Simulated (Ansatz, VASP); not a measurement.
# Sc2GaN3: VASP beside Ansatz

```
Sc Ga N
1.0
     3.15657    0.00016    0.00074
    -1.57816    2.73464    0.00048
     0.00357    0.00479   15.15308
Sc Ga N
4 2 6
Cartesian
  1.5785 0.9126 2.4753
  1.5814 0.9158 10.0522
  0.0005 1.8237 5.1021
  0.0032 1.8269 12.6787
  3.1585 0.0025 7.5773
  3.1602 0.0048 15.1536
  0.0005 1.8245 1.1985
  0.0027 1.8273 8.7749
  0.0007 0.0011 3.7883
  0.0029 0.0039 11.3649
  1.5794 0.9124 6.3795
  1.5814 0.9150 13.9562
```

Change from the starting cell: cell x2, atoms moved at random (sigma 0.05 Å) and cell strained at random (1.5 %), then relaxed without symmetry.

Alike in both runs: functional PBE; k mesh 6 × 6 × 1; occupations gaussian, width 0.1 eV; no spin polarisation.

Ansatz relaxed the structure, and its values are those at the end. VASP's run is a single point on that final structure, the one shown.

|  | VASP | Ansatz |
| --- | --- | --- |
| version | VASP 6.6.1 | Ansatz 0.2.0 |
| potentials or method | VASP PAW PBE potentials, release 64 (Sc_sv, Ga_d, N), cutoff 520 eV | scalar-relativistic, plane waves, PAW |
| valence electrons in the cell | 100 | 100 |

Ansatz gave:

```
gap on the k mesh at the Fermi level (eV) : 0.83
least direct gap on the mesh (eV)         : 1.53
pressure (GPa)                            : -0.1
rms of the force components (eV/Å)        : 0.002
```

Question: Estimate VASP's values.

Answer: gap on the k mesh at the Fermi level (eV): 0.81; least direct gap on the mesh (eV): 1.52; pressure (GPa): 0.8; rms of the force components (eV/Å): 0.011.
